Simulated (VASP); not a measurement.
# Al (P6_3/mmc) in VASP: a series of runs, part 2 of 2

VASP 6.6.1. Earlier steps stand in the parts before.

## (3) Single point, PBE+D3(BJ)

Contents of INCAR:

```
  PREC = Accurate
  ENCUT = 520
  EDIFF = 1E-6
  ISMEAR = 0
  SIGMA = 0.1
  LREAL = Auto
  LASPH = True
  NELM = 100
  ALGO = Normal
  ISIF = 2
  LWAVE = False
  LCHARG = False
  GGA = PE
  IVDW = 12
  ISYM = 0
  NBANDS = 42
```

Contents of KPOINTS:

```
regular mesh
0
Gamma
  3 3 3
```

Contents of POSCAR:

```
Al
1.0
    4.2186830273      2.4356577814     -4.8668500000
   -0.0000000001     -4.8713155628     -4.8668500000
   -4.2186830272      2.4356577814     -4.8668500000
Al
18
Direct
    0.9722222222      0.3055555556      0.9722222222
    0.9722222222      0.9722222222      0.3055555556
    0.3055555556      0.3055555556      0.6388888889
    0.6388888889      0.3055555556      0.3055555556
    0.3055555556      0.9722222222      0.9722222222
    0.9722222222      0.6388888889      0.6388888889
    0.3055555556      0.6388888889      0.3055555556
    0.6388888889      0.9722222222      0.6388888889
    0.6388888889      0.6388888889      0.9722222222
    0.0277777778      0.3611111111      0.3611111111
    0.0277777778      0.0277777778      0.6944444444
    0.3611111111      0.3611111111      0.0277777778
    0.6944444444      0.3611111111      0.6944444444
    0.3611111111      0.0277777778      0.3611111111
    0.0277777778      0.6944444444      0.0277777778
    0.3611111111      0.6944444444      0.6944444444
    0.6944444444      0.0277777778      0.0277777778
    0.6944444444      0.6944444444      0.3611111111
```

Potentials or basis: VASP PAW PBE potentials, release 64 (Al).

Command:

```console
> cat potpaw_PBE.64/Al/POTCAR > POTCAR
> mpirun -np 1 vasp_std > vasp.out
```

OUTCAR:

```text
PREC = Accurate
   ENCUT = 520
   EDIFF = 1E-6
   ISMEAR = 0
   LREAL = Auto
   LASPH = True
   NELM = 100
   ISIF = 2
   GGA = PE
   IVDW = 12
   ISYM = 0
 IVDW          = 12

 ion  position               nearest neighbor table
   1  0.972  0.306  0.972-   6 2.81   9 2.81   3 2.81   4 2.81   2 2.81   5 2.81  15 2.93  10 2.93
                            12 2.93  17 2.93  11 2.93  13 2.93
   2  0.972  0.972  0.306-   6 2.81   8 2.81   4 2.81   7 2.81   1 2.81   5 2.81  11 2.93  10 2.93
                            14 2.93  17 2.93  15 2.93  18 2.93
   3  0.306  0.306  0.639-   7 2.81   4 2.81   5 2.81   1 2.81   6 2.81   8 2.81  16 2.93  13 2.93
                            12 2.93  11 2.93  10 2.93  14 2.93
   4  0.639  0.306  0.306-   3 2.81   7 2.81   8 2.81   9 2.81   1 2.81   2 2.81  13 2.93  18 2.93
                            10 2.93  14 2.93  12 2.93  17 2.93
   5  0.306  0.972  0.972-   8 2.81   9 2.81   3 2.81   7 2.81   2 2.81   1 2.81  17 2.93  14 2.93
                            12 2.93  15 2.93  11 2.93  16 2.93
   6  0.972  0.639  0.639-   1 2.81   2 2.81   9 2.81   8 2.81   7 2.81   3 2.81  16 2.93  15 2.93
                            11 2.93  10 2.93  13 2.93  18 2.93
   7  0.306  0.639  0.306-   3 2.81   4 2.81   5 2.81   6 2.81   9 2.81   2 2.81  16 2.93  18 2.93
                            14 2.93  10 2.93  15 2.93  12 2.93
   8  0.639  0.972  0.639-   9 2.81   5 2.81   2 2.81   6 2.81   4 2.81   3 2.81  13 2.93  17 2.93
                            11 2.93  14 2.93  16 2.93  18 2.93
   9  0.639  0.639  0.972-   8 2.81   6 2.81   1 2.81   5 2.81   4 2.81   7 2.81  18 2.93  17 2.93
[... 5 lines left out ...]
  12  0.361  0.361  0.028-  14 2.81  10 2.81  15 2.81  17 2.81  16 2.81  13 2.81   3 2.93   5 2.93
                             1 2.93   9 2.93   4 2.93   7 2.93
  13  0.694  0.361  0.694-  18 2.81  16 2.81  17 2.81  12 2.81  10 2.81  11 2.81   4 2.93   3 2.93
                             8 2.93   6 2.93   1 2.93   9 2.93
  14  0.361  0.028  0.361-  12 2.81  11 2.81  17 2.81  10 2.81  16 2.81  18 2.81   7 2.93   5 2.93
                             2 2.93   8 2.93   4 2.93   3 2.93
  15  0.028  0.694  0.028-  10 2.81  12 2.81  16 2.81  18 2.81  11 2.81  17 2.81   1 2.93   6 2.93
                             9 2.93   5 2.93   2 2.93   7 2.93
  16  0.361  0.694  0.694-  18 2.81  13 2.81  14 2.81  12 2.81  15 2.81  11 2.81   7 2.93   3 2.93
                             6 2.93   8 2.93   9 2.93   5 2.93
  17  0.694  0.028  0.028-  14 2.81  12 2.81  18 2.81  13 2.81  11 2.81  15 2.81   5 2.93   8 2.93
                             9 2.93   1 2.93   2 2.93   4 2.93
  18  0.694  0.694  0.361-  13 2.81  16 2.81  17 2.81  15 2.81  14 2.81  10 2.81   4 2.93   7 2.93
                             9 2.93   2 2.93   6 2.93   8 2.93

IMPORTANT INFORMATION: All symmetrisations will be switched off!
NOSYMM: (Re-)initialisation of all symmetry stuff for point group C_1.

----------------------------------------------------------------------------------------

                                     Primitive cell

  volume of cell :     300.0491

  direct lattice vectors                    reciprocal lattice vectors
     4.218683027  2.435657781 -4.866850000     0.118520400  0.068427785 -0.068490571
    -0.000000000 -4.871315563 -4.866850000     0.000000000 -0.136855570 -0.068490571
    -4.218683027  2.435657781 -4.866850000    -0.118520400  0.068427785 -0.068490571

  length of vectors
     6.885923630  6.885923630  6.885923630     0.153037267  0.153037267  0.153037267

  position of ions in fractional coordinates (direct lattice)
     0.972222222  0.305555556  0.972222222
     0.972222222  0.972222222  0.305555556
     0.305555556  0.305555556  0.638888889
     0.638888889  0.305555556  0.305555556
     0.305555556  0.972222222  0.972222222
     0.972222222  0.638888889  0.638888889
[... 10 lines left out ...]
     0.694444444  0.027777778  0.027777778
     0.694444444  0.694444444  0.361111111

  ion indices of the primitive-cell ions
   primitive index   ion index
                 1           1
                 2           2
[... 67 lines left out ...]
 SYSTEM =  unknown system
   PREC   = accura    normal or accurate (medium, high low for compatibility)
   ISTART =      0    job   : 0-new  1-cont  2-samecut
   ICHARG =      2    charge: 1-file 2-atom 10-const
   ISPIN  =      1    spin polarized calculation?
   LNONCOLLINEAR =      F non collinear calculations
   LSORBIT =      F    spin-orbit coupling
   LASPH  =      T    aspherical Exc in radial PAW
   ENCUT  =  520.0 eV  38.22 Ry    6.18 a.u.  12.80 12.80 12.80*2*pi/ulx,y,z
   NELM   =    100;   NELMIN=  2; NELMDL= -5     # of ELM steps
   EDIFF  = 0.1E-05   stopping-criterion for ELM
   LREAL  =      T    real-space projection
   EDIFFG = 0.1E-04   stopping-criterion for IOM
   NSW    =      0    number of steps for IOM
   IBRION =     -1    ionic relax: 0-MD 1-quasi-New 2-CG
   NFREE  =      0    steps in history (QN), initial steepest desc. (CG)
   ISIF   =      2    stress and relaxation
   ISYM   =      0    0-nonsym 1-usesym 2-fastsym
   POTIM  = 0.5000    time-step for ionic-motion
   TEBEG  =    0.0;   TEEND  =   0.0 temperature during run
   PSTRESS=    0.0 pullay stress
   NELECT =      54.0000    total number of electrons
   NUPDOWN=      -1.0000    fix difference up-down
   EMIN   =  10.00;   EMAX   =-10.00  energy-range for DOS
   EFERMI =   0.00;   METHOD = LEGACY
   ISMEAR =     0;   SIGMA  =   0.10  broadening in eV -4-tet -1-fermi 0-gaus
   EFERMI_NEDOS =   21; number of points for ismear=-14 and -15
   IALGO  =     38    algorithm
   IMIX   =      4    mixing-type and parameters
     AMIX     =   0.40;   BMIX     =  1.00
     AMIX_MAG =   1.60;   BMIX_MAG =  1.00
  volume/ion in A,a.u.               =      16.67       112.49
  Fermi-wavevector in a.u.,A,eV,Ry     =   0.924291  1.746656 11.623640  0.854313
  Thomas-Fermi vector in A             =   2.050021
   LORBIT       =      0    0 simple, 1 ext, 2 COOP (PROOUT), +10 PAW based schemes
   GGA     = PE    functional components
   LHFCALC =     F    Hartree Fock is set to
   AEXX    =    0.0000 exact exchange contribution
   IVDW    =    12    specifies the selected vdW correction
   LEPSILON=     F    determine dielectric tensor
   LRPA    =     F    only Hartree local field effects (RPA)
 non-spin polarized calculation
 Gauss-broadening in eV      SIGMA  =   0.10
  energy-cutoff  :      520.00
  volume of cell :      300.05
 maximum number of plane-waves:      8148
 NGX is ok and might be reduce to    54
   NGX = 25   NGY = 25   NGZ = 25

 number of electron      53.9999999 magnetization

 Free energy of the ion-electron system (eV)
  ---------------------------------------------------
  ext. energy  EPLUGINS =         0.00000000
  ---------------------------------------------------
  free energy    TOTEN  =       -66.73676898 eV

  energy without entropy =      -66.65923071  energy(sigma->0) =      -66.69799984

 E-fermi :   7.9523     XC(G=0): -10.1590

 val. band max:        7.9120722727   @ k =   0.0000   0.3333   0.3333
 cond. band min:       8.0022765880   @ k =  -0.0000   0.3333  -0.0000
 fundamental gap:      0.0902043153
 Fermi energy:         7.9522981671

 k-point     1 :       0.0000    0.0000    0.0000
  band No.  band energies     occupation
      1      -3.1751      2.00000
      2       0.2490      2.00000
      3       0.2490      2.00000
      4       0.2490      2.00000
      5       0.2490      2.00000
      6       0.2490      2.00000
[... 577 lines left out ...]
     38       9.9665      0.00000
     39      10.5546      0.00000
 [bands above 39 left out]

------------------------ aborting loop because EDIFF is reached ----------------------------------------

 Edisp (eV)   -5.99100

 E8    (eV) :    -2.6789

  FORCE on cell =-STRESS in cart. coord.  units (eV):
  Direction    XX          YY          ZZ          XY          YZ          ZX
  --------------------------------------------------------------------------------------
  -------------------------------------------------------------------------------------
  Total      -4.05091    -4.05091    -7.87255    -0.00000    -0.00000     0.00000
  in kB     -21.63071   -21.63071   -42.03718    -0.00000    -0.00000     0.00000
  external pressure =      -28.43 kB  Pullay stress =        0.00 kB

 VOLUME and BASIS-vectors are now :
 -----------------------------------------------------------------------------
  energy-cutoff  :      520.00
  volume of cell :      300.05
      direct lattice vectors                 reciprocal lattice vectors
     4.218683027  2.435657781 -4.866850000     0.118520400  0.068427785 -0.068490571
    -0.000000000 -4.871315563 -4.866850000     0.000000000 -0.136855570 -0.068490571
    -4.218683027  2.435657781 -4.866850000    -0.118520400  0.068427785 -0.068490571

 POSITION                                       TOTAL-FORCE (eV/Angst)
 -----------------------------------------------------------------------------------
      0.00000      3.24754    -10.95041         0.000000      0.000000     -0.007118
      2.81246     -1.62377    -10.95041        -0.000000      0.000000     -0.007119
     -1.40623      0.81189     -6.08356         0.000000      0.000000     -0.007118
      1.40623      0.81189     -6.08356        -0.000001      0.000000     -0.007118
     -2.81246     -1.62377    -10.95041         0.000000     -0.000000     -0.007118
      1.40623      0.81189    -10.95041         0.000001      0.000000     -0.007118
[... 10 lines left out ...]
      2.81246      1.62377     -3.65014        -0.000000     -0.000000      0.007118
      1.40623     -0.81189     -8.51699        -0.000000      0.000000      0.007118
 -----------------------------------------------------------------------------------
    total drift:                               -0.000000     -0.000000     -0.000000

  FREE ENERGIE OF THE ION-ELECTRON SYSTEM (eV)
  ---------------------------------------------------
  free  energy   TOTEN  =       -72.7277735971 eV

  energy  without entropy=      -72.6502353244  energy(sigma->0) =      -72.68900446
```

It took 2.4 min on 1 thread of Intel Xeon Platinum 8488C (Sapphire Rapids), shared host; peak memory 0.4 GiB.

What came out:

```yaml
Free_energy: -72.7278 eV
Pressure: -2.8 GPa
Largest_force: 0.007 eV/Å
Band_gap_on_the_k_mesh: zero (band 27 reaches 8.39 eV, above the bottom of band 28 at 7.74 eV)
Dispersion_energy_per_atom: -0.333 eV
```

Forces in eV/Å, atoms in the order of the input:
```
Al   0.000  0.000 -0.007
Al   0.000  0.000 -0.007
Al   0.000  0.000 -0.007
Al   0.000  0.000 -0.007
Al   0.000  0.000 -0.007
Al   0.000  0.000 -0.007
Al   0.000  0.000 -0.007
Al   0.000  0.000 -0.007
Al   0.000  0.000 -0.007
Al   0.000  0.000  0.007
Al   0.000  0.000  0.007
Al   0.000  0.000  0.007
Al   0.000  0.000  0.007
Al   0.000  0.000  0.007
Al   0.000  0.000  0.007
Al   0.000  0.000  0.007
Al   0.000  0.000  0.007
Al   0.000  0.000  0.007
```

Caveat: pairwise dispersion overbinds metals, which lowers pressure and volume.
